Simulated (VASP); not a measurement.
# Y2GeS4 (Fd-3m) in VASP: single point with PBE

Aim: the single point of Y2GeS4 with PBE.

Program: VASP 6.6.1. These are calculated values, not measurements. Logs are shortened: lines on timing, memory, paths and dates and some standing lists are left out, and cuts for length are marked.

## Step 1: The cell of the first run

The structure is cubic, space group Fd-3m (No. 227). Conventional cell: a = 11.331 Å, b = 11.331 Å, c = 11.331 Å, α = 90.00°, β = 90.00°, γ = 90.00°. Within 3.6 Å of Y (site symmetry -3m) lie 6 S at 2.75 Å. Ge (site symmetry -43m) has 4 S at 2.61 Å within 3.4 Å. Within 3.4 Å of S (site symmetry 3m) lie 1 Ge at 2.61 Å and 3 Y at 2.75 Å.

## Step 2: Single point, PBE

INCAR

```
PREC = Accurate
ENCUT = 520
EDIFF = 1E-6
ISMEAR = 0
SIGMA = 0.01
LREAL = False
LASPH = True
NELM = 60
ALGO = Normal
ISIF = 2
LWAVE = False
LCHARG = True
GGA = PE
LELF = True
LVHAR = True
NBANDS = 73
```

KPOINTS

```
regular mesh
0
Gamma
  4 4 4
```

POSCAR

```
Y2GeS4
1.0
    0.0000000000      5.6656639216      5.6656639216
    5.6656639216      0.0000000000      5.6656639216
    5.6656639216      5.6656639216      0.0000000000
Y Ge S
4 2 8
Direct
    0.6250000000      0.6250000000      0.6250000000
    0.1250000000      0.6250000000      0.6250000000
    0.6250000000      0.1250000000      0.6250000000
    0.6250000000      0.6250000000      0.1250000000
    0.2500000000      0.2500000000      0.2500000000
    0.0000000000      0.0000000000      0.0000000000
    0.3828153714      0.8515538858      0.3828153714
    0.3828153714      0.3828153714      0.3828153714
    0.8515538858      0.3828153714      0.3828153714
    0.3828153714      0.3828153714      0.8515538858
    0.3984461142      0.8671846286      0.8671846286
    0.8671846286      0.3984461142      0.8671846286
    0.8671846286      0.8671846286      0.3984461142
    0.8671846286      0.8671846286      0.8671846286
```

Potentials or basis: VASP PAW PBE potentials, release 64 (Y_sv, Ge_d, S).

The run is started by

```console
> cat potpaw_PBE.64/Y_sv/POTCAR potpaw_PBE.64/Ge_d/POTCAR potpaw_PBE.64/S/POTCAR > POTCAR
> mpirun -np 1 vasp_std > vasp.out
```

OUTCAR:

```text
PREC = Accurate
   ENCUT = 520
   EDIFF = 1E-6
   ISMEAR = 0
   LREAL = False
   LASPH = True
   NELM = 60
   ISIF = 2
   GGA = PE

 ion  position               nearest neighbor table
   1  0.625  0.625  0.625-   7 2.75   9 2.75  10 2.75  11 2.75  12 2.75  13 2.75   2 4.01   3 4.01
                             4 4.01   4 4.01   3 4.01   2 4.01
   2  0.125  0.625  0.625-   8 2.75  14 2.75  10 2.75  12 2.75  13 2.75   7 2.75   1 4.01   4 4.01
                             3 4.01   1 4.01   3 4.01   4 4.01
   3  0.625  0.125  0.625-   8 2.75  14 2.75  10 2.75  11 2.75  13 2.75   9 2.75   1 4.01   4 4.01
                             1 4.01   2 4.01   4 4.01   2 4.01
   4  0.625  0.625  0.125-   8 2.75  14 2.75   9 2.75  11 2.75  12 2.75   7 2.75   1 4.01   1 4.01
                             2 4.01   3 4.01   3 4.01   2 4.01
   5  0.250  0.250  0.250-   7 2.61   8 2.61   9 2.61  10 2.61
   6  0.000  0.000  0.000-  11 2.61  12 2.61  13 2.61  14 2.61
   7  0.383  0.852  0.383-   5 2.61   1 2.75   4 2.75   2 2.75
   8  0.383  0.383  0.383-   5 2.61   3 2.75   4 2.75   2 2.75
   9  0.852  0.383  0.383-   5 2.61   1 2.75   4 2.75   3 2.75
  10  0.383  0.383  0.852-   5 2.61   1 2.75   3 2.75   2 2.75
  11  0.398  0.867  0.867-   6 2.61   1 2.75   4 2.75   3 2.75
  12  0.867  0.398  0.867-   6 2.61   1 2.75   4 2.75   2 2.75
  13  0.867  0.867  0.398-   6 2.61   1 2.75   3 2.75   2 2.75
  14  0.867  0.867  0.867-   6 2.61   3 2.75   4 2.75   2 2.75

  LATTYP: Found a face centered cubic cell.
 ALAT       =    11.3313278432

  Lattice vectors:

 A1 = (   0.0000000000,   5.6656639216,   5.6656639216)
 A2 = (   5.6656639216,   0.0000000000,   5.6656639216)
 A3 = (   5.6656639216,   5.6656639216,   0.0000000000)

Analysis of symmetry for initial positions (statically):
=====================================================================
 Subroutine PRICEL returns:
 Original cell was already a primitive cell.

 Routine SETGRP: Setting up the symmetry group for a
 face centered cubic supercell.

 Subroutine GETGRP returns: Found 48 space group operations
 (whereof 24 operations were pure point group operations)
 out of a pool of 48 trial point group operations.

The static configuration has the point symmetry T_d .
 The point group associated with its full space group is O_h .

Analysis of symmetry for dynamics (positions and initial velocities):
=====================================================================
 Subroutine PRICEL returns:
 Original cell was already a primitive cell.

[... 131 lines left out ...]
   EFERMI_NEDOS =   21; number of points for ismear=-14 and -15
   IALGO  =     38    algorithm
   IMIX   =      4    mixing-type and parameters
     AMIX     =   0.40;   BMIX     =  1.00
     AMIX_MAG =   1.60;   BMIX_MAG =  1.00
  volume/ion in A,a.u.               =      25.98       175.33
  Fermi-wavevector in a.u.,A,eV,Ry     =   1.131204  2.137666 17.410335  1.279624
  Thomas-Fermi vector in A             =   2.267903
   LORBIT       =      0    0 simple, 1 ext, 2 COOP (PROOUT), +10 PAW based schemes
   GGA     = PE    functional components
   LHFCALC =     F    Hartree Fock is set to
   AEXX    =    0.0000 exact exchange contribution
   IVDW    =     0    specifies the selected vdW correction
   LEPSILON=     F    determine dielectric tensor
   LRPA    =     F    only Hartree local field effects (RPA)
 non-spin polarized calculation
 Gauss-broadening in eV      SIGMA  =   0.01
  energy-cutoff  :      520.00
  volume of cell :      363.73
 maximum number of plane-waves:      9841
   NGX = 29   NGY = 29   NGZ = 29

 number of electron     120.0000030 magnetization

 Free energy of the ion-electron system (eV)
  ---------------------------------------------------
  ext. energy  EPLUGINS =         0.00000000
  ---------------------------------------------------
  free energy    TOTEN  =       -89.14604496 eV

  energy without entropy =      -89.14604496  energy(sigma->0) =      -89.14604496

 E-fermi :   2.9917     XC(G=0):  -8.9612

 val. band max:        2.9079627148   @ k =  -0.2500   0.5000   0.2500
 cond. band min:       4.4150656923   @ k =   0.0000   0.0000   0.0000
 fundamental gap:      1.5071029776
 Fermi energy:         2.9917160614

 k-point     1 :       0.0000    0.0000    0.0000
  band No.  band energies     occupation
      1     -39.3536      2.00000
      2     -39.3416      2.00000
      3     -39.3416      2.00000
      4     -39.3416      2.00000
      5     -21.7496      2.00000
      6     -21.7496      2.00000
[... 589 lines left out ...]
     71       6.3394      0.00000
     72       6.3439      0.00000
 [bands above 72 left out]

------------------------ aborting loop because EDIFF is reached ----------------------------------------

  FORCE on cell =-STRESS in cart. coord.  units (eV):
  Direction    XX          YY          ZZ          XY          YZ          ZX
  --------------------------------------------------------------------------------------
  -------------------------------------------------------------------------------------
  Total       -0.1140586     -0.1140586     -0.1140586     -0.0000000      0.0000000     -0.0000000
  in kB       -0.5024078     -0.5024078     -0.5024078     -0.0000000      0.0000000     -0.0000000
  external PRESSURE =      -0.5024078 kB  Pullay stress =       0.0000000 kB

 VOLUME and BASIS-vectors are now :
 -----------------------------------------------------------------------------
  energy-cutoff  :      520.00
  volume of cell :      363.73
      direct lattice vectors                 reciprocal lattice vectors
     0.000000000  5.665663922  5.665663922    -0.088250911  0.088250911  0.088250911
     5.665663922  0.000000000  5.665663922     0.088250911 -0.088250911  0.088250911
     5.665663922  5.665663922  0.000000000     0.088250911  0.088250911 -0.088250911

 POSITION                                       TOTAL-FORCE (eV/Angst)
 -----------------------------------------------------------------------------------
      7.08208      7.08208      7.08208         0.000000      0.000000      0.000000
      7.08208      4.24925      4.24925         0.000000      0.000000      0.000000
      4.24925      7.08208      4.24925         0.000000      0.000000      0.000000
      4.24925      4.24925      7.08208         0.000000      0.000000      0.000000
      2.83283      2.83283      2.83283         0.000000      0.000000      0.000000
      0.00000      0.00000      0.00000         0.000000      0.000000      0.000000
      6.99352      4.33781      6.99352        -0.002807      0.002807     -0.002807
      4.33781      4.33781      4.33781         0.002807      0.002807      0.002807
      4.33781      6.99352      6.99352         0.002807     -0.002807     -0.002807
      6.99352      6.99352      4.33781        -0.002807     -0.002807      0.002807
      9.82635      7.17064      7.17064        -0.002807      0.002807      0.002807
      7.17064      9.82635      7.17064         0.002807     -0.002807      0.002807
      7.17064      7.17064      9.82635         0.002807      0.002807     -0.002807
      9.82635      9.82635      9.82635        -0.002807     -0.002807     -0.002807
 -----------------------------------------------------------------------------------
    total drift:                                0.000000      0.000000      0.000000

  FREE ENERGIE OF THE ION-ELECTRON SYSTEM (eV)
  ---------------------------------------------------
  free  energy   TOTEN  =       -89.1460449604 eV

  energy  without entropy=      -89.1460449604  energy(sigma->0) =      -89.14604496
```

OSZICAR:

```text
N       E                     dE             d eps       ncg     rms          rms(c)
DAV:   1     0.117743908127E+04    0.11774E+04   -0.53993E+04  1536   0.218E+03
DAV:   2     0.130166326433E+03   -0.10473E+04   -0.10051E+04  1288   0.705E+02
DAV:   3    -0.748582860701E+02   -0.20502E+03   -0.19860E+03  1432   0.183E+02
DAV:   4    -0.948517558332E+02   -0.19993E+02   -0.19901E+02  1792   0.627E+01
DAV:   5    -0.960583039742E+02   -0.12065E+01   -0.12047E+01  1968   0.121E+01    0.578E+01
DAV:   6    -0.892054204542E+02    0.68529E+01   -0.19231E+01  1544   0.125E+01    0.425E+01
DAV:   7    -0.894219254899E+02   -0.21651E+00   -0.10764E+01  1616   0.820E+00    0.154E+01
DAV:   8    -0.891992222304E+02    0.22270E+00   -0.43020E+00  1405   0.607E+00    0.578E+00
DAV:   9    -0.891458716397E+02    0.53351E-01   -0.49248E-01  1520   0.227E+00    0.121E+00
DAV:  10    -0.891455960395E+02    0.27560E-03   -0.34088E-02  1541   0.738E-01    0.561E-01
DAV:  11    -0.891459542589E+02   -0.35822E-03   -0.36403E-03  1624   0.225E-01    0.360E-01
DAV:  12    -0.891459499018E+02    0.43570E-05   -0.26583E-04  1758   0.596E-02    0.141E-01
DAV:  13    -0.891460149620E+02   -0.65060E-04   -0.19015E-04  1416   0.390E-02    0.400E-02
DAV:  14    -0.891460453592E+02   -0.30397E-04   -0.46411E-05  1271   0.213E-02    0.175E-02
DAV:  15    -0.891460449604E+02    0.39882E-06   -0.31866E-06  1216   0.746E-03
   1 F= -.89146045E+02 E0= -.89146045E+02  d E =-.363323E-33
```

It took 2.7 min on 1 thread of Intel Xeon 6975P-C (Granite Rapids), shared host; peak memory 0.56 GiB.

Results:

- Free energy: -89.1460 eV
- Pressure: -0.1 GPa
- Largest force: 0.005 eV/Å
- Band gap on the k mesh: 1.51 eV, indirect (least direct gap 1.55 eV)

Forces on the atoms (eV/Å):
```
Y    0.000  0.000  0.000
Y    0.000  0.000  0.000
Y    0.000  0.000  0.000
Y    0.000  0.000  0.000
Ge   0.000  0.000  0.000
Ge   0.000  0.000  0.000
S   -0.003  0.003 -0.003
S    0.003  0.003  0.003
S    0.003 -0.003 -0.003
S   -0.003 -0.003  0.003
S   -0.003  0.003  0.003
S    0.003 -0.003  0.003
S    0.003  0.003 -0.003
S   -0.003 -0.003 -0.003
```

A k mesh can miss the band edges.
